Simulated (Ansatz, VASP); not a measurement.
**Two plane-wave programs on Ti3Ga**

```xyz
4
Lattice="0.0000 3.1977 3.1977 3.1977 0.0000 3.1977 3.1977 3.1977 0.0000" Properties=species:S:1:pos:R:3 pbc="T T T"
Ti    4.7966    4.7966    4.7966
Ti    1.5989    1.5989    1.5989
Ti    0.0000    0.0000    0.0000
Ga    3.1977    3.1977    3.1977
```

Alike in both runs: task single point; functional LDA; k mesh 6 × 6 × 6; occupations gaussian, width 0.5 eV; no spin polarisation.

|  | VASP | Ansatz |
| --- | --- | --- |
| version | VASP 6.6.1 | Ansatz 0.2.0 |
| potentials or method | VASP PAW LDA potentials, release 64 (Ti_sv, Ga_d) | plane waves, PAW |
| plane-wave cutoff (eV) | 500 | 420 |
| valence electrons in the cell | 49 | 49 |

|  | VASP | Ansatz | Ansatz less VASP |
| --- | --- | --- | --- |
| pressure (GPa) | -7.7 | -7.8 | -0.07 |

LDA's correlation is that of Perdew and Zunger in VASP and of Perdew and Wang (1992) in Ansatz.
